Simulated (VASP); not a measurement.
# LiCl (I4/mmm) in VASP: a series of runs, part 2 of 2

VASP 6.6.1. Earlier steps stand in the parts before.

### Step 3. Relaxation of cell and atoms, PBEsol

This run uses another cell than the first one, of 16.43 Å³/atom.

Input file INCAR:

```
PREC     = Accurate       # precision mode
ENCUT    = 600            # plane-wave cutoff, eV
EDIFF    = 1E-7           # SCF threshold, eV
ISMEAR   = -1             # smearing method
SIGMA    = 0.03           # smearing width, eV
LREAL    = F              # projectors in reciprocal space
LASPH    = T              # aspherical terms in the spheres
NELM     = 100            # most SCF steps
ALGO     = Normal         # electronic algorithm
ISIF     = 3              # what is computed and relaxed
LWAVE    = F              # write WAVECAR
LCHARG   = F              # write CHGCAR
GGA      = PS             # functional
IBRION   = 2              # ionic algorithm
NSW      = 100            # ionic steps
EDIFFG   = -0.01          # ionic threshold
```

Input file KPOINTS:

```
Automatic mesh
0
Gamma
  8 8 8
```

Input file POSCAR:

```
LiCl
1.0
   -1.7589504700      1.7589504700      5.3098483700
    1.7589504700     -1.7589504700      5.3098483700
    1.7589504700      1.7589504700     -5.3098483700
Li Cl
2 2
Direct
    0.8845159600      0.8845159600      0.0000000000
    0.1154840400      0.1154840400      0.0000000000
    0.6881518000      0.6881518000      0.0000000000
    0.3118482000      0.3118482000      0.0000000000
```

Potentials or basis: VASP PAW PBE potentials, release 64 (Li_sv, Cl).

Command:

```
> cat potpaw_PBE.64/Li_sv/POTCAR potpaw_PBE.64/Cl/POTCAR > POTCAR
> mpirun -np 1 vasp_std > vasp.out
```

OUTCAR:

```text
PREC = Accurate
   ENCUT = 600
   EDIFF = 1E-7
   ISMEAR = -1
   LREAL = F
   LASPH = T
   NELM = 100
   ISIF = 3
   GGA = PS
   IBRION = 2
   NSW = 100
   EDIFFG = -0.01

 ion  position               nearest neighbor table
   1  0.885  0.885  0.000-   3 2.09   2 2.45   4 2.60   4 2.60   4 2.60   4 2.60
   2  0.115  0.115  0.000-   4 2.09   1 2.45   3 2.60   3 2.60   3 2.60   3 2.60
   3  0.688  0.688  0.000-   1 2.09   2 2.60   2 2.60   2 2.60   2 2.60
   4  0.312  0.312  0.000-   2 2.09   1 2.60   1 2.60   1 2.60   1 2.60

  LATTYP: Found a body centered tetragonal cell.
 ALAT       =     3.5179009400
 C/A-ratio  =     3.0187594594

  Lattice vectors:

 A1 = (  -1.7589504700,   1.7589504700,   5.3098483700)
 A2 = (   1.7589504700,  -1.7589504700,   5.3098483700)
 A3 = (   1.7589504700,   1.7589504700,  -5.3098483700)

Analysis of symmetry for initial positions (statically):
=====================================================================
 Subroutine PRICEL returns:
 Original cell was already a primitive cell.

 Routine SETGRP: Setting up the symmetry group for a
 body centered tetragonal supercell.

 Subroutine GETGRP returns: Found 16 space group operations
 (whereof 16 operations were pure point group operations)
 out of a pool of 16 trial point group operations.

The static configuration has the point symmetry D_4h.

Analysis of symmetry for dynamics (positions and initial velocities):
=====================================================================
[... 153 lines left out ...]

 number of electron      19.9999999 magnetization

 Free energy of the ion-electron system (eV)
  ---------------------------------------------------
  ext. energy  EPLUGINS =         0.00000000
  ---------------------------------------------------
  free energy    TOTEN  =       -12.22118248 eV

  energy without entropy =      -12.22118248  energy(sigma->0) =      -12.22118248

 E-fermi :   3.2158     XC(G=0):  -8.8615

 val. band max:        2.4955235702   @ k =   0.5000   0.5000   0.5000
 cond. band min:       4.7809476070   @ k =   0.5000   0.5000   0.5000
 fundamental gap:      2.2854240369
 Fermi energy:         3.2157931346
[... 923 lines left out ...]
      3     -13.3861      2.00000
      4     -13.2806      2.00000
      5      -3.1183      2.00000
      6      -2.9774      2.00000
      7      -2.0493      2.00000
      8      -1.9181      2.00000
      9      -1.8351      2.00000
     10      -1.1513      2.00000
     11       6.0858      0.00000
     12       7.3410      0.00000
     13       7.7151      0.00000
     14       8.0352      0.00000

 [... further k-points ...]

[... ionic steps 4 to 24 ...]

--------------------------------------- Ionic step       25  -------------------------------------------

 number of electron      20.0000012 magnetization

------------------------ aborting loop because EDIFF is reached ----------------------------------------
[... 71 lines left out ...]
--------------------------------------- Ionic step       27  -------------------------------------------

 number of electron      19.9999999 magnetization

 Free energy of the ion-electron system (eV)
  ---------------------------------------------------
  ext. energy  EPLUGINS =         0.00000000
  ---------------------------------------------------
  free energy    TOTEN  =       -15.03304613 eV

  energy without entropy =      -15.03304613  energy(sigma->0) =      -15.03304613

 E-fermi :   0.0355     XC(G=0):  -7.8887

 val. band max:       -0.6059471047   @ k =  -0.2500   0.3750   0.2500
 cond. band min:       5.0705792525   @ k =   0.0000   0.0000   0.0000
 fundamental gap:      5.6765263572
 Fermi energy:         0.0355200455
[... 439 lines left out ...]
  FREE ENERGIE OF THE ION-ELECTRON SYSTEM (eV)
  ---------------------------------------------------
  free  energy   TOTEN  =       -15.0330461253 eV

  energy  without entropy=      -15.0330461252  energy(sigma->0) =      -15.03304613

 reached required accuracy - stopping structural energy minimisation
```

Wall time 35 min (1 thread of Intel Xeon Platinum 8488C (Sapphire Rapids), shared host); peak memory 0.35 GiB.

Results:

```yaml
Free_energy: -15.0330 eV
Relaxed_volume: 19.89 Å³/atom
Relaxed_cell: a = 7.033 Å, b = 7.033 Å, c = 7.033 Å, α = 151.40°, β = 151.40°, γ = 40.89°
Space_group_after_relaxing_to_0.1_Å: I4/mmm (No. 139)
Energy_gained_by_relaxing: 703.0 meV/atom
Ionic_steps: 27
Pressure_after_relaxing: 0.0 GPa
Largest_force_after_relaxing: 0.008 eV/Å
Band_gap_on_the_k_mesh: 5.68 eV (least direct gap 5.89 eV)
```

Forces in eV/Å, atoms in the order of the input:
```
Li   0.000  0.000 -0.007
Li   0.000  0.000  0.007
Cl   0.000  0.000 -0.008
Cl   0.000  0.000  0.008
```

The path:
```tsv
step	energy change (eV)	largest force (eV/Å)	pressure (GPa)	volume (Å³)
1	0.0000	4.3950	10.31	65.71
2	-1.5960	1.5232	-1.02	76.24
3	-1.8004	1.2697	-2.80	80.41
4	-1.9128	1.0386	-4.54	89.18
5	-2.3467	0.7176	-2.97	82.38
6	-2.5505	0.4521	-0.22	76.00
7	-2.5582	0.3879	0.90	74.19
8	-2.5588	0.3980	0.70	74.48
9	-2.5889	0.3726	0.25	75.39
10	-2.6512	0.2955	-0.98	78.15
11	-2.6559	0.4899	-2.83	83.85
12	-2.6732	0.3542	-2.04	81.05
13	-2.6911	0.3613	-1.93	80.64
14	-2.7383	0.3681	-1.56	79.44
15	-2.7826	0.2667	-0.40	77.06
16	-2.7828	0.2856	-0.53	77.27
17	-2.7828	0.2791	-0.48	77.19
18	-2.7912	0.2293	-0.23	76.73
19	-2.8013	0.0909	0.54	75.43
20	-2.8051	0.0693	0.31	76.20
21	-2.8074	0.0454	-0.04	77.46
22	-2.8084	0.0442	0.02	77.55
23	-2.8098	0.0424	0.21	77.84
24	-2.8107	0.0408	0.07	78.40
25	-2.8112	0.0369	-0.14	79.34
26	-2.8117	0.0210	-0.09	79.45
27	-2.8119	0.0079	-0.04	79.54
```

Final structure:
```yaml
crystal:
  lattice:
    - [-1.73713, 1.73713, 6.58994]
    - [1.73713, -1.73713, 6.58994]
    - [1.73713, 1.73713, -6.58994]
  atoms:
    - { symbol: Li, position: [0.83196, 0.83196, 0.00000] }
    - { symbol: Li, position: [0.16804, 0.16804, 0.00000] }
    - { symbol: Cl, position: [0.64759, 0.64759, 0.00000] }
    - { symbol: Cl, position: [0.35241, 0.35241, 0.00000] }
```

Levels at points of the mesh, in eV from the valence-band top:
```tsv
k point	band 7	band 8	band 9	band 10	band 11	band 12	band 13	band 14
(0.00, 0.00, 0.00)	-0.72	-0.28	-0.22	-0.22	5.68	8.50	8.89	10.08
(0.50, 0.00, 0.00)	-1.07	-0.71	-0.09	-0.05	6.78	7.31	8.54	9.67
(0.50, 0.50, 0.00)	-1.94	-1.84	-0.92	-0.57	7.52	8.21	8.62	9.07
(0.50, 0.50, 0.50)	-0.76	-0.76	-0.17	-0.17	6.61	7.58	8.73	9.40
```

Caveat: the cutoff is under 1.25 times the usual one of these potentials, so pressure, stress and relaxed cells hold a basis-set (Pulay) error; the volume moved by over 15 % at a fixed basis, so the end points are rough; the PAW data sets were made with another functional, which shifts forces and pressure a little. A k mesh can miss the band edges.

### Step 4. Single point, r2SCAN+rVV10

This run uses another cell than the first one, of 19.91 Å³/atom.

Input file POSCAR:

```
LiCl
1.0
   -1.7422885358      1.7422885358      6.5595629043
    1.7422885358     -1.7422885358      6.5595629043
    1.7422885358      1.7422885358     -6.5595629043
Li Cl
2 2
Direct
    0.8335863913      0.8335863913      0.0000000000
    0.1664136087      0.1664136087      0.0000000000
    0.6462934498      0.6462934498      0.0000000000
    0.3537065502      0.3537065502      0.0000000000
```

Input file INCAR.step1:

```
ALGO     = Normal         # electronic algorithm
EDIFF    = 1E-4           # SCF threshold, eV
ENCUT    = 520            # plane-wave cutoff, eV
GGA      = PE             # functional
ISMEAR   = -1             # smearing method
LASPH    = True           # aspherical terms in the spheres
LCHARG   = False          # write CHGCAR
LREAL    = False          # projectors in reciprocal space
LWAVE    = True           # write WAVECAR
NBANDS   = 18             # bands
NELM     = 60             # most SCF steps
PREC     = Accurate       # precision mode
SIGMA    = 0.03           # smearing width, eV
```

Input file INCAR.step2:

```
ALGO     = Normal         # electronic algorithm
BPARAM   = 11.95        
CPARAM   = 0.0093       
EDIFF    = 1E-6           # SCF threshold, eV
ENCUT    = 520            # plane-wave cutoff, eV
ISIF     = 2              # what is computed and relaxed
ISMEAR   = -1             # smearing method
ISTART   = 1            
IVDW_NL  = 2            
LASPH    = True           # aspherical terms in the spheres
LCHARG   = True           # write CHGCAR
LELF     = True           # ELF
LMIXTAU  = True         
LREAL    = False          # projectors in reciprocal space
LUSE_VDW = True         
LVHAR    = True         
LWAVE    = False          # write WAVECAR
METAGGA  = R2SCAN         # meta-GGA
NBANDS   = 18             # bands
NELM     = 60             # most SCF steps
PREC     = Accurate       # precision mode
SIGMA    = 0.03           # smearing width, eV
```

Input file KPOINTS:

```
k-points
0
Gamma
  10 10 10
```

Potentials or basis: VASP PAW PBE potentials, release 64 (Li_sv, Cl).

Command:

```
> cat potpaw_PBE.64/Li_sv/POTCAR potpaw_PBE.64/Cl/POTCAR > POTCAR
> cp INCAR.step1 INCAR
> mpirun -np 1 vasp_std > vasp.out
> cp INCAR.step2 INCAR
> mpirun -np 1 vasp_std > vasp.out
```

OUTCAR:

```text
BPARAM = 11.95
   EDIFF = 1E-6
   ENCUT = 520
   ISIF = 2
   ISMEAR = -1
   ISTART = 1
   IVDW_NL = 2
   LASPH = True
   LREAL = False
   METAGGA = R2SCAN
   NELM = 60
   PREC = Accurate

 ion  position               nearest neighbor table
   1  0.834  0.834  0.000-   3 2.46   4 2.48   4 2.48   4 2.48   4 2.48
   2  0.166  0.166  0.000-   4 2.46   3 2.48   3 2.48   3 2.48   3 2.48
   3  0.646  0.646  0.000-   1 2.46   2 2.48   2 2.48   2 2.48   2 2.48
   4  0.354  0.354  0.000-   2 2.46   1 2.48   1 2.48   1 2.48   1 2.48

  LATTYP: Found a body centered tetragonal cell.
 ALAT       =     3.4845770716
 C/A-ratio  =     3.7649119359

  Lattice vectors:

 A1 = (  -1.7422885358,   1.7422885358,   6.5595629043)
 A2 = (   1.7422885358,  -1.7422885358,   6.5595629043)
 A3 = (   1.7422885358,   1.7422885358,  -6.5595629043)

Analysis of symmetry for initial positions (statically):
=====================================================================
 Subroutine PRICEL returns:
 Original cell was already a primitive cell.

 Routine SETGRP: Setting up the symmetry group for a
 body centered tetragonal supercell.

 Subroutine GETGRP returns: Found 16 space group operations
 (whereof 16 operations were pure point group operations)
 out of a pool of 16 trial point group operations.

The static configuration has the point symmetry D_4h.

Analysis of symmetry for dynamics (positions and initial velocities):
=====================================================================
 Subroutine PRICEL returns:
 Original cell was already a primitive cell.

 Routine SETGRP: Setting up the symmetry group for a
 body centered tetragonal supercell.

 Subroutine GETGRP returns: Found 16 space group operations
 (whereof 16 operations were pure point group operations)
 out of a pool of 16 trial point group operations.

The dynamic configuration has the point symmetry D_4h.

 Subroutine INISYM returns: Found 16 space group operations
 (whereof 16 operations are pure point group operations),
 and found     1 'primitive' translations
[... 121 lines left out ...]
  Fermi-wavevector in a.u.,A,eV,Ry     =   1.032824  1.951755 14.513691  1.066726
  Thomas-Fermi vector in A             =   2.167041
   LORBIT       =      0    0 simple, 1 ext, 2 COOP (PROOUT), +10 PAW based schemes
   METAGGA = R2SCAN    functional components
   LHFCALC =     F    Hartree Fock is set to
   AEXX    =    0.0000 exact exchange contribution
   IVDW_NL    =     2    kernel type
   BPARAM     =11.9500
   IVDW    =     0    specifies the selected vdW correction
   LEPSILON=     F    determine dielectric tensor
   LRPA    =     F    only Hartree local field effects (RPA)
 non-spin polarized calculation
  energy-cutoff  :      520.00
  volume of cell :       79.65
 maximum number of plane-waves:      2188
 NGX is ok and might be reduce to    54
   NGX = 25   NGY = 25   NGZ = 25

 number of electron      19.9999994 magnetization

 Free energy of the ion-electron system (eV)
  ---------------------------------------------------
  ext. energy  EPLUGINS =         0.00000000
  ---------------------------------------------------
  free energy    TOTEN  =       -24.31980399 eV

  energy without entropy =      -24.31980399  energy(sigma->0) =      -24.31980399

 E-fermi :  -0.2957     XC(G=0):  -8.2558

 val. band max:       -0.9745944255   @ k =  -0.3000   0.3000   0.3000
 cond. band min:       5.2948972830   @ k =   0.0000   0.0000   0.0000
 fundamental gap:      6.2694917086
 Fermi energy:        -0.2956833586

 k-point     1 :       0.0000    0.0000    0.0000
  band No.  band energies     occupation
      1     -45.7325      2.00000
      2     -45.7269      2.00000
      3     -14.8360      2.00000
      4     -14.3898      2.00000
      5      -3.5038      2.00000
      6      -1.6701      2.00000
[... 481 lines left out ...]
      5      -3.4468      2.00000
      6      -3.2850      2.00000
[... 10 lines left out ...]
     17      11.7425      0.00000
     18      12.3792      0.00000

 [... further k-points ...]

------------------------ aborting loop because EDIFF is reached ----------------------------------------

  FORCE on cell =-STRESS in cart. coord.  units (eV):
  Direction    XX          YY          ZZ          XY          YZ          ZX
  --------------------------------------------------------------------------------------
  -------------------------------------------------------------------------------------
  Total       -0.2302213     -0.2302213     -0.1439841      0.0000000      0.0000000      0.0000000
  in kB       -4.6310659     -4.6310659     -2.8963426      0.0000000      0.0000000      0.0000000
  external PRESSURE =      -4.0528248 kB  Pullay stress =       0.0000000 kB

 VOLUME and BASIS-vectors are now :
 -----------------------------------------------------------------------------
  energy-cutoff  :      520.00
  volume of cell :       79.65
      direct lattice vectors                 reciprocal lattice vectors
    -1.742288536  1.742288536  6.559562904     0.000000000  0.286978873  0.076224591
     1.742288536 -1.742288536  6.559562904     0.286978873  0.000000000  0.076224591
     1.742288536  1.742288536 -6.559562904     0.286978873  0.286978873  0.000000000

 POSITION                                       TOTAL-FORCE (eV/Angst)
 -----------------------------------------------------------------------------------
      0.00000      0.00000     10.93592        -0.000000     -0.000000     -0.010290
      0.00000      0.00000      2.18320         0.000000      0.000000      0.010290
      0.00000      0.00000      8.47881         0.000000      0.000000      0.016963
      0.00000      0.00000      4.64032        -0.000000     -0.000000     -0.016963
 -----------------------------------------------------------------------------------
    total drift:                                0.000000      0.000000     -0.000000

  FREE ENERGIE OF THE ION-ELECTRON SYSTEM (eV)
  ---------------------------------------------------
  free  energy   TOTEN  =       -24.3198039932 eV

  energy  without entropy=      -24.3198039932  energy(sigma->0) =      -24.31980399
```

OUTCAR.step1:

```text
EDIFF = 1E-4
   ENCUT = 520
   GGA = PE
   ISMEAR = -1
   LASPH = True
   LREAL = False
[... 732 lines left out ...]
      0.00000      0.00000      2.18320         0.000000      0.000000      0.028522
      0.00000      0.00000      8.47881         0.000000      0.000000     -0.029996
      0.00000      0.00000      4.64032        -0.000000     -0.000000      0.029996
 -----------------------------------------------------------------------------------
    total drift:                                0.000000      0.000000     -0.000000

  FREE ENERGIE OF THE ION-ELECTRON SYSTEM (eV)
  ---------------------------------------------------
  free  energy   TOTEN  =       -14.6099326657 eV

  energy  without entropy=      -14.6099326656  energy(sigma->0) =      -14.60993267
```

OSZICAR.step1:

```text
N       E                     dE             d eps       ncg     rms          rms(c)
DAV:   1     0.131839283688E+03    0.13184E+03   -0.88889E+03  3672   0.107E+03
DAV:   2     0.398375441295E+00   -0.13144E+03   -0.12580E+03  4562   0.236E+02
DAV:   3    -0.144375810093E+02   -0.14836E+02   -0.14754E+02  6594   0.679E+01
DAV:   4    -0.149383260999E+02   -0.50075E+00   -0.49935E+00  5394   0.135E+01
DAV:   5    -0.149726282603E+02   -0.34302E-01   -0.34296E-01  5796   0.275E+00    0.386E+00
DAV:   6    -0.146387253159E+02    0.33390E+00   -0.49034E-01  4548   0.348E+00    0.255E+00
DAV:   7    -0.145913996458E+02    0.47326E-01   -0.27607E-01  5036   0.260E+00    0.143E+00
DAV:   8    -0.146054644645E+02   -0.14065E-01   -0.31572E-02  4282   0.111E+00    0.225E-01
DAV:   9    -0.146074312708E+02   -0.19668E-02   -0.23450E-03  5130   0.281E-01    0.119E-01
DAV:  10    -0.146098844300E+02   -0.24532E-02   -0.19118E-03  3894   0.251E-01    0.331E-02
DAV:  11    -0.146099326657E+02   -0.48236E-04   -0.12618E-04  4026   0.726E-02
   1 F= -.14609933E+02 E0= -.14609933E+02  d E =-.363634E-10
```

Wall time 45 min (1 thread of Intel Xeon Platinum 8488C (Sapphire Rapids), shared host); peak memory 1 GiB.

Results:

```
Free energy            : -24.3198 eV
Largest force          : 0.017 eV/Å
Band gap on the k mesh : 6.27 eV (least direct gap 6.49 eV)
```

Forces in eV/Å, atoms in the order of the input:
```
Li   0.000  0.000 -0.010
Li   0.000  0.000  0.010
Cl   0.000  0.000  0.017
Cl   0.000  0.000 -0.017
```

Caveat: the cutoff is under 1.25 times the usual one of these potentials, so pressure, stress and relaxed cells hold a basis-set (Pulay) error; the PAW data sets were made with another functional, which shifts forces and pressure a little. A k mesh can miss the band edges.

### Step 5. Summary

```csv
task,level,cell,k mesh,cutoff (eV),gap on the mesh (eV),largest force (eV/Å)
single point,PBEsol,"a = 7.805 Å, angles 154.3, 154.3, 36.7°, 4 atoms, atomic positions A",8 × 8 × 8,520,5.63,-
relaxation of cell and atoms,PBEsol,"relaxed from a = 5.864 Å, angles 145.1, 145.1, 50.2°, 4 atoms, atomic positions B",8 × 8 × 8,600,5.68,0.01
single point,r2SCAN+rVV10,"a = 7.007 Å, angles 151.2, 151.2, 41.2°, 4 atoms, atomic positions C",10 × 10 × 10,520,6.27,0.02
```

Alike in all rows: potentials or basis VASP PAW PBE potentials, release 64 (Li_sv, Cl); no spin polarisation; smearing fermi-dirac 0.03 eV.

Caveats: the cutoff is under 1.25 times the usual one of these potentials, so pressure, stress and relaxed cells hold a basis-set (Pulay) error; the PAW data sets were made with another functional, which shifts forces and pressure a little; the volume moved by over 15 % at a fixed basis, so the end points are rough (at least some runs).

Absolute energies hang on the potentials; compare differences alone.
